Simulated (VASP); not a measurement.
# Al (Fm-3m) in VASP: notebook, part 2 of 2

VASP 6.6.1. The steps go on from the part before.

### Step 3. Single point, r2SCAN

POSCAR reads:

```
Al
1.0
    0.0000000000      2.0073810000      2.0073810000
    2.0073810000      0.0000000000      2.0073810000
    2.0073810000      2.0073810000      0.0000000000
Al
1
Direct
    0.0000000000      0.0000000000      0.0000000000
```

INCAR.step1 reads:

```
SYSTEM = Al
ALGO = Normal
EDIFF = 1E-4
ENCUT = 520
GGA = PE
ISMEAR = -1
LASPH = .TRUE.
LCHARG = .FALSE.
LREAL = .FALSE.
LWAVE = .TRUE.
NBANDS = 8
NELM = 80
PREC = Accurate
SIGMA = 0.05
```

INCAR.step2 reads:

```
SYSTEM = Al
ALGO = Normal
EDIFF = 1E-6
ENCUT = 520
ISIF = 2
ISMEAR = -1
ISTART = 1
LASPH = .TRUE.
LCHARG = .TRUE.
LELF = .TRUE.
LMIXTAU = .TRUE.
LREAL = .FALSE.
LVHAR = .TRUE.
LWAVE = .FALSE.
METAGGA = R2SCAN
NBANDS = 8
NELM = 80
PREC = Accurate
SIGMA = 0.05
```

KPOINTS reads:

```
k-points
0
G
  13 13 13
  0 0 0
```

Potentials or basis: VASP PAW PBE potentials, release 64 (Al).

On the command line:

```console
$ cat potpaw_PBE.64/Al/POTCAR > POTCAR
$ cp INCAR.step1 INCAR
$ mpirun -np 1 vasp_std > vasp.out
$ cp INCAR.step2 INCAR
$ mpirun -np 1 vasp_std > vasp.out
```

OUTCAR:

```text
SYSTEM = Al
   EDIFF = 1E-6
   ENCUT = 520
   ISIF = 2
   ISMEAR = -1
   ISTART = 1
   LASPH = .TRUE.
   LREAL = .FALSE.
   METAGGA = R2SCAN
   NELM = 80
   PREC = Accurate

 ion  position               nearest neighbor table
   1  0.000  0.000  0.000-

  LATTYP: Found a face centered cubic cell.
 ALAT       =     4.0147620000

  Lattice vectors:

 A1 = (   0.0000000000,   2.0073810000,   2.0073810000)
 A2 = (   2.0073810000,   0.0000000000,   2.0073810000)
 A3 = (   2.0073810000,   2.0073810000,   0.0000000000)

Analysis of symmetry for initial positions (statically):
=====================================================================
 Subroutine PRICEL returns:
 Original cell was already a primitive cell.

 Routine SETGRP: Setting up the symmetry group for a
 face centered cubic supercell.

 Subroutine GETGRP returns: Found 48 space group operations
 (whereof 48 operations were pure point group operations)
 out of a pool of 48 trial point group operations.

The static configuration has the point symmetry O_h .

Analysis of symmetry for dynamics (positions and initial velocities):
=====================================================================
 Subroutine PRICEL returns:
 Original cell was already a primitive cell.

 Routine SETGRP: Setting up the symmetry group for a
 face centered cubic supercell.

 Subroutine GETGRP returns: Found 48 space group operations
 (whereof 48 operations were pure point group operations)
 out of a pool of 48 trial point group operations.

The dynamic configuration has the point symmetry O_h .

 Subroutine INISYM returns: Found 48 space group operations
 (whereof 48 operations are pure point group operations),
 and found     1 'primitive' translations

----------------------------------------------------------------------------------------

                                     Primitive cell

  volume of cell :      16.1778

  direct lattice vectors                    reciprocal lattice vectors
     0.000000000  2.007381000  2.007381000    -0.249080767  0.249080767  0.249080767
     2.007381000  0.000000000  2.007381000     0.249080767 -0.249080767  0.249080767
     2.007381000  2.007381000  0.000000000     0.249080767  0.249080767 -0.249080767

  length of vectors
     2.838865435  2.838865435  2.838865435     0.431420544  0.431420544  0.431420544

  position of ions in fractional coordinates (direct lattice)
     0.000000000  0.000000000  0.000000000

  ion indices of the primitive-cell ions
   primitive index   ion index
                 1           1

----------------------------------------------------------------------------------------

 KPOINTS: k-points

Automatic generation of k-mesh.
 Grid dimensions read from file:
 generate k-points for:   13   13   13

 Generating k-lattice:

  Cartesian coordinates                     Fractional coordinates (reciprocal lattice)
    -0.019160059  0.019160059  0.019160059     0.076923077  0.000000000  0.000000000
     0.019160059 -0.019160059  0.019160059     0.000000000  0.076923077  0.000000000
     0.019160059  0.019160059 -0.019160059     0.000000000  0.000000000  0.076923077

  Length of vectors
     0.033186196  0.033186196  0.033186196

  Shift w.r.t. Gamma in fractional coordinates (k-lattice)
     0.000000000  0.000000000  0.000000000

 Subroutine IBZKPT returns following result:
 ===========================================

 Found     84 irreducible k-points:

 Following reciprocal coordinates:
            Coordinates               Weight
  0.000000  0.000000  0.000000      1.000000
  0.076923  0.000000  0.000000      8.000000
  0.153846  0.000000  0.000000      8.000000
  0.230769  0.000000  0.000000      8.000000
  0.307692  0.000000  0.000000      8.000000
  0.384615  0.000000  0.000000      8.000000
[... 16 lines left out ...]
  0.384615  0.153846  0.000000     24.000000
  0.461538  0.153846  0.000000     24.000000
 [... further k-points ...]
   k-points           NKPTS =     84   k-points in BZ     NKDIM =     84   number of bands    NBANDS=      8
   number of dos      NEDOS =    301   number of ions     NIONS =      1
   total plane-waves  NPLWV =  13824
   dimension x,y,z NGX =    24 NGY =   24 NGZ =   24
   dimension x,y,z NGXF=    48 NGYF=   48 NGZF=   48
   ions per type =               1
   NGX,Y,Z   is equivalent  to a cutoff of  14.05, 14.05, 14.05 a.u.
   NGXF,Y,Z  is equivalent  to a cutoff of  28.11, 28.11, 28.11 a.u.
 SYSTEM =  Al
   PREC   = accura    normal or accurate (medium, high low for compatibility)
   ISTART =      1    job   : 0-new  1-cont  2-samecut
   ICHARG =      0    charge: 1-file 2-atom 10-const
   ISPIN  =      1    spin polarized calculation?
   LNONCOLLINEAR =      F non collinear calculations
   LSORBIT =      F    spin-orbit coupling
   LASPH  =      T    aspherical Exc in radial PAW
   ENCUT  =  520.0 eV  38.22 Ry    6.18 a.u.   5.28  5.28  5.28*2*pi/ulx,y,z
   NELM   =     80;   NELMIN=  2; NELMDL=  0     # of ELM steps
   EDIFF  = 0.1E-05   stopping-criterion for ELM
   LREAL  =      F    real-space projection
   EDIFFG = 0.1E-04   stopping-criterion for IOM
   NSW    =      0    number of steps for IOM
   IBRION =     -1    ionic relax: 0-MD 1-quasi-New 2-CG
   NFREE  =      0    steps in history (QN), initial steepest desc. (CG)
   ISIF   =      2    stress and relaxation
   ISYM   =      2    0-nonsym 1-usesym 2-fastsym
   POTIM  = 0.5000    time-step for ionic-motion
   TEBEG  =    0.0;   TEEND  =   0.0 temperature during run
   PSTRESS=    0.0 pullay stress
   NELECT =       3.0000    total number of electrons
   NUPDOWN=      -1.0000    fix difference up-down
   EMIN   =  10.00;   EMAX   =-10.00  energy-range for DOS
   EFERMI =   0.00;   METHOD = LEGACY
   ISMEAR =    -1;   SIGMA  =   0.05  broadening in eV -4-tet -1-fermi 0-gaus
   EFERMI_NEDOS =   21; number of points for ismear=-14 and -15
   IALGO  =     38    algorithm
   IMIX   =      4    mixing-type and parameters
     AMIX     =   0.40;   BMIX     =  1.00
     AMIX_MAG =   1.60;   BMIX_MAG =  1.00
  volume/ion in A,a.u.               =      16.18       109.17
  Fermi-wavevector in a.u.,A,eV,Ry     =   0.933560  1.764172 11.857937  0.871534
  Thomas-Fermi vector in A             =   2.060274
   LORBIT       =      0    0 simple, 1 ext, 2 COOP (PROOUT), +10 PAW based schemes
   METAGGA = R2SCAN    functional components
   LHFCALC =     F    Hartree Fock is set to
   AEXX    =    0.0000 exact exchange contribution
   IVDW    =     0    specifies the selected vdW correction
   LEPSILON=     F    determine dielectric tensor
   LRPA    =     F    only Hartree local field effects (RPA)
 non-spin polarized calculation
  energy-cutoff  :      520.00
  volume of cell :       16.18
 maximum number of plane-waves:       445
 NGX is ok and might be reduce to    24
   NGX = 11   NGY = 11   NGZ = 11

 number of electron       3.0000000 magnetization

 Free energy of the ion-electron system (eV)
  ---------------------------------------------------
  ext. energy  EPLUGINS =         0.00000000
  ---------------------------------------------------
  free energy    TOTEN  =        -6.73507485 eV

  energy without entropy =       -6.73185884  energy(sigma->0) =       -6.73346685

 E-fermi :   8.1514     XC(G=0): -10.9788

 val. band max:        8.1144954178   @ k =  -0.3077   0.2308   0.0000
 cond. band min:       8.2221154685   @ k =  -0.3077   0.4615   0.1538
 fundamental gap:      0.1076200507
 Fermi energy:         8.1514486685

 k-point     1 :       0.0000    0.0000    0.0000
  band No.  band energies     occupation
      1      -3.7541      2.00000
      2      21.6573      0.00000
      3      21.6573      0.00000
      4      21.6573      0.00000
      5      23.7176      0.00000
      6      23.7176      0.00000
      7      23.7176      0.00000
      8      25.7299      0.00000
[... 243 lines left out ...]
 k-point    24 :       0.4615    0.1538    0.0000
  band No.  band energies     occupation
      1       1.6803      2.00000
      2       6.6984      2.00000
      3      15.8489      0.00000
      4      17.1209      0.00000
      5      19.0472      0.00000
      6      25.4675      0.00000
      7      27.7836      0.00000
      8      29.5494      0.00000

 [... further k-points ...]

------------------------ aborting loop because EDIFF is reached ----------------------------------------

  FORCE on cell =-STRESS in cart. coord.  units (eV):
  Direction    XX          YY          ZZ          XY          YZ          ZX
  --------------------------------------------------------------------------------------
  -------------------------------------------------------------------------------------
  Total       -0.1818194     -0.1818194     -0.1818194     -0.0000000      0.0000000     -0.0000000
  in kB      -18.0065905    -18.0065905    -18.0065905     -0.0000000      0.0000000     -0.0000000
  external PRESSURE =     -18.0065905 kB  Pullay stress =       0.0000000 kB

 VOLUME and BASIS-vectors are now :
 -----------------------------------------------------------------------------
  energy-cutoff  :      520.00
  volume of cell :       16.18
      direct lattice vectors                 reciprocal lattice vectors
     0.000000000  2.007381000  2.007381000    -0.249080767  0.249080767  0.249080767
     2.007381000  0.000000000  2.007381000     0.249080767 -0.249080767  0.249080767
     2.007381000  2.007381000  0.000000000     0.249080767  0.249080767 -0.249080767

 POSITION                                       TOTAL-FORCE (eV/Angst)
 -----------------------------------------------------------------------------------
      0.00000      0.00000      0.00000         0.000000      0.000000      0.000000
 -----------------------------------------------------------------------------------
    total drift:                                0.000000     -0.000000     -0.000000

  FREE ENERGIE OF THE ION-ELECTRON SYSTEM (eV)
  ---------------------------------------------------
  free  energy   TOTEN  =        -6.7350748540 eV

  energy  without entropy=       -6.7318588418  energy(sigma->0) =       -6.73346685
```

OSZICAR.step1:

```text
N       E                     dE             d eps       ncg     rms          rms(c)
DAV:   1    -0.222881544080E+01   -0.22288E+01   -0.86094E+02  1344   0.204E+02
DAV:   2    -0.375787860637E+01   -0.15291E+01   -0.15035E+01  1960   0.197E+01
DAV:   3    -0.376560009691E+01   -0.77215E-02   -0.77197E-02  1792   0.149E+00
DAV:   4    -0.376561575832E+01   -0.15661E-04   -0.15662E-04  2024   0.608E-02
DAV:   5    -0.376561580673E+01   -0.48407E-07   -0.47994E-07  1816   0.204E-03    0.134E+00
DAV:   6    -0.375243009190E+01    0.13186E-01   -0.15515E-03  1720   0.188E-01    0.780E-01
DAV:   7    -0.374277290109E+01    0.96572E-02   -0.46943E-03  1736   0.307E-01    0.151E-01
DAV:   8    -0.374276900583E+01    0.38953E-05   -0.12876E-05  1784   0.259E-02
   1 F= -.37427690E+01 E0= -.37409228E+01  d E =-.369242E-02
```

Run time: 21 s. Hardware: 1 thread of Intel Xeon Platinum 8488C (Sapphire Rapids), shared host; peak memory 0.13 GiB.

Results:

* Free energy: -6.7351 eV
* Pressure: -1.8 GPa

Caveat: the PAW data sets were made with another functional, which shifts forces and pressure a little.
